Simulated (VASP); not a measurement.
# BN (F-43m) in VASP: notebook, part 2 of 2

VASP 6.6.1.

**4. Single point, r2SCAN**

This run uses another cell than the first one: it holds 2 atoms, not 8.

Input file POSCAR:

```
BN
1.0
    0.0000000000      1.8048137558      1.8048137558
    1.8048137558      0.0000000000      1.8048137558
    1.8048137558      1.8048137558      0.0000000000
B N
1 1
Direct
    0.0000000000      0.0000000000      0.0000000000
    0.7500000000      0.7500000000      0.7500000000
```

Input file INCAR.step1:

```
  ALGO = Normal
  EDIFF = 1E-4
  ENCUT = 520
  GGA = PE
  ISMEAR = 0
  LASPH = T
  LCHARG = F
  LREAL = F
  LWAVE = T
  NBANDS = 11
  NELM = 60
  PREC = Accurate
  SIGMA = 0.05
```

Input file INCAR.step2:

```
  ALGO = Normal
  EDIFF = 1E-6
  ENCUT = 520
  ISIF = 2
  ISMEAR = 0
  ISTART = 1
  LASPH = T
  LCHARG = T
  LELF = T
  LMIXTAU = T
  LREAL = F
  LVHAR = T
  LWAVE = F
  METAGGA = R2SCAN
  NBANDS = 11
  NELM = 60
  PREC = Accurate
  SIGMA = 0.05
```

Input file KPOINTS:

```
k-points
0
Gamma
  12 12 12
```

Potentials or basis: VASP PAW PBE potentials, release 64 (B, N).

The run is started by

```bash
$ cat potpaw_PBE.64/B/POTCAR potpaw_PBE.64/N/POTCAR > POTCAR
$ cp INCAR.step1 INCAR
$ mpirun -np 1 vasp_std > vasp.out
$ cp INCAR.step2 INCAR
$ mpirun -np 1 vasp_std > vasp.out
```

OUTCAR:

```text
EDIFF = 1E-6
   ENCUT = 520
   ISIF = 2
   ISMEAR = 0
   ISTART = 1
   LASPH = T
   LREAL = F
   METAGGA = R2SCAN
   NELM = 60
   PREC = Accurate

 ion  position               nearest neighbor table
   1  0.000  0.000  0.000-   2 1.56   2 1.56   2 1.56   2 1.56
   2  0.750  0.750  0.750-   1 1.56   1 1.56   1 1.56   1 1.56

  LATTYP: Found a face centered cubic cell.
 ALAT       =     3.6096275116

  Lattice vectors:

 A1 = (   0.0000000000,   1.8048137558,   1.8048137558)
[... 521 lines left out ...]

------------------------ aborting loop because EDIFF is reached ----------------------------------------

  FORCE on cell =-STRESS in cart. coord.  units (eV):
  Direction    XX          YY          ZZ          XY          YZ          ZX
  --------------------------------------------------------------------------------------
  -------------------------------------------------------------------------------------
  Total        0.0846088      0.0846088      0.0846088      0.0000000     -0.0000000     -0.0000000
  in kB       11.5292006     11.5292006     11.5292006      0.0000000     -0.0000000     -0.0000000
  external PRESSURE =      11.5292006 kB  Pullay stress =       0.0000000 kB

 VOLUME and BASIS-vectors are now :
 -----------------------------------------------------------------------------
  energy-cutoff  :      520.00
  volume of cell :       11.76
      direct lattice vectors                 reciprocal lattice vectors
     0.000000000  1.804813756  1.804813756    -0.277036896  0.277036896  0.277036896
     1.804813756  0.000000000  1.804813756     0.277036896 -0.277036896  0.277036896
     1.804813756  1.804813756  0.000000000     0.277036896  0.277036896 -0.277036896

 POSITION                                       TOTAL-FORCE (eV/Angst)
 -----------------------------------------------------------------------------------
      0.00000      0.00000      0.00000        -0.000000     -0.000000     -0.000000
      2.70722      2.70722      2.70722         0.000000      0.000000      0.000000
 -----------------------------------------------------------------------------------
    total drift:                               -0.000000     -0.000000     -0.000000

  FREE ENERGIE OF THE ION-ELECTRON SYSTEM (eV)
  ---------------------------------------------------
  free  energy   TOTEN  =       -19.1715619889 eV

  energy  without entropy=      -19.1715619889  energy(sigma->0) =      -19.17156199
```

OSZICAR.step1:

```text
N       E                     dE             d eps       ncg     rms          rms(c)
DAV:   1     0.100467433282E+02    0.10047E+02   -0.52372E+03  1616   0.739E+02
DAV:   2    -0.179307094119E+02   -0.27977E+02   -0.27271E+02  1865   0.164E+02
DAV:   3    -0.184198705739E+02   -0.48916E+00   -0.48851E+00  1866   0.188E+01
DAV:   4    -0.184204082051E+02   -0.53763E-03   -0.53762E-03  1689   0.709E-01
DAV:   5    -0.184204086911E+02   -0.48598E-06   -0.48595E-06  1671   0.208E-02    0.673E+00
DAV:   6    -0.175359512445E+02    0.88446E+00   -0.29276E+00  1665   0.991E+00    0.328E+00
DAV:   7    -0.174625177401E+02    0.73434E-01   -0.10603E-01  1767   0.268E+00    0.193E+00
DAV:   8    -0.174480659584E+02    0.14452E-01   -0.35745E-02  1766   0.138E+00    0.195E-01
DAV:   9    -0.174482473417E+02   -0.18138E-03   -0.95786E-04  1659   0.259E-01    0.840E-02
DAV:  10    -0.174483338210E+02   -0.86479E-04   -0.12132E-04  1739   0.940E-02
   1 F= -.17448334E+02 E0= -.17448334E+02  d E =-.153146E-18
```

It took 19 s on 1 thread of Intel Xeon 6975P-C (Granite Rapids), shared host; peak memory 0.12 GiB.

Results:

| Property | Result |
| --- | --- |
| Free energy | -19.1716 eV |
| Pressure | 1.2 GPa |
| Band gap on the k mesh | 4.98 eV, indirect (least direct gap 9.55 eV) |

Levels at points of the mesh, in eV from the valence-band top:
| k point | band 1 | band 2 | band 3 | band 4 | band 5 | band 6 | band 7 | band 8 |
| --- | --- | --- | --- | --- | --- | --- | --- | --- |
| (0.00, 0.00, 0.00) | -21.34 | 0.00 | 0.00 | 0.00 | 9.55 | 9.55 | 9.55 | 11.14 |
| (0.50, 0.00, 0.00) | -17.03 | -11.13 | -2.02 | -2.02 | 10.85 | 11.49 | 11.49 | 16.45 |
| (0.50, 0.50, 0.00) | -15.60 | -9.35 | -5.12 | -5.12 | 4.98 | 9.84 | 19.33 | 19.33 |

Caveat: the PAW data sets were made with another functional, which shifts forces and pressure a little. r2SCAN opens gaps a little over a GGA but as a rule still falls short of measured ones.

**5. Single point, r2SCAN**

This run uses another cell than the first one: it holds 2 atoms, not 8.

POSCAR is that of step 4.

Input file INCAR.step1:

```
SYSTEM = BN
PREC = Accurate ; ENCUT = 520
ISMEAR = 0 ; SIGMA = 0.05
LREAL = .False. ; LASPH = .True.
NELM = 80 ; NBANDS = 11
GGA = PE ; ALGO = Normal
EDIFF = 1E-4 ; LWAVE = .True.
LCHARG = .False.
```

Input file INCAR.step2:

```
SYSTEM = BN
PREC = Accurate ; ENCUT = 520
EDIFF = 1E-6 ; ISMEAR = 0
SIGMA = 0.05 ; LREAL = .False.
LASPH = .True. ; NELM = 80
ALGO = Normal ; ISIF = 2
LWAVE = .False. ; LCHARG = .False.
METAGGA = R2SCAN ; LMIXTAU = .True.
NBANDS = 11 ; ISTART = 1
```

Input file KPOINTS:

```
Automatic mesh
0
Gamma
  12 12 12
  0 0 0
```

The run is started by

```bash
$ cat potpaw_PBE.64/B/POTCAR potpaw_PBE.64/N/POTCAR > POTCAR
$ cp INCAR.step1 INCAR
$ mpirun -np 1 vasp_std > vasp.out
$ cp INCAR.step2 INCAR
$ mpirun -np 1 vasp_std > vasp.out
```

Run time: 17 s. Hardware: 1 thread of Intel Xeon 6975P-C (Granite Rapids), shared host; peak memory 0.12 GiB.

The run converged. Its results:

```yaml
Free_energy: -19.1716 eV
Pressure: 1.2 GPa
Band_gap_on_the_k_mesh: 4.98 eV, indirect (least direct gap 9.55 eV)
```

Levels at points of the mesh, in eV from the valence-band top:
| k point | band 1 | band 2 | band 3 | band 4 | band 5 | band 6 | band 7 | band 8 |
| --- | --- | --- | --- | --- | --- | --- | --- | --- |
| (0.00, 0.00, 0.00) | -21.34 | 0.00 | 0.00 | 0.00 | 9.55 | 9.55 | 9.55 | 11.14 |
| (0.50, 0.00, 0.00) | -17.03 | -11.13 | -2.02 | -2.02 | 10.85 | 11.49 | 11.49 | 16.45 |
| (0.50, 0.50, 0.00) | -15.60 | -9.35 | -5.12 | -5.12 | 4.98 | 9.84 | 19.33 | 19.33 |

Caveat: the PAW data sets were made with another functional, which shifts forces and pressure a little. A k mesh can miss the band edges.

**6. Overview**

| task | cell | k mesh | cutoff (eV) | smearing | gap on the mesh (eV) | pressure (GPa) |
| --- | --- | --- | --- | --- | --- | --- |
| single point | a = 3.610 Å, 8 atoms | 6 × 6 × 6 | 520 | gaussian 0.05 eV | 4.98 | 1.1 |
| relaxation of cell and atoms | relaxed from a = 2.564 Å, angles 60.0°, 2 atoms | 12 × 12 × 12 | 600 | gaussian 0.02 eV | 4.98 | 0.0 |
| single point | a = 2.552 Å, angles 60.0°, 2 atoms | 12 × 12 × 12 | 520 | gaussian 0.05 eV | 4.98 | 1.2 |

Alike in all rows: level r2SCAN; potentials or basis VASP PAW PBE potentials, release 64 (B, N); no spin polarisation.

Caveats: the PAW data sets were made with another functional, which shifts forces and pressure a little.

Total energies depend on the potentials used, so only differences within one code and one set of settings carry meaning.
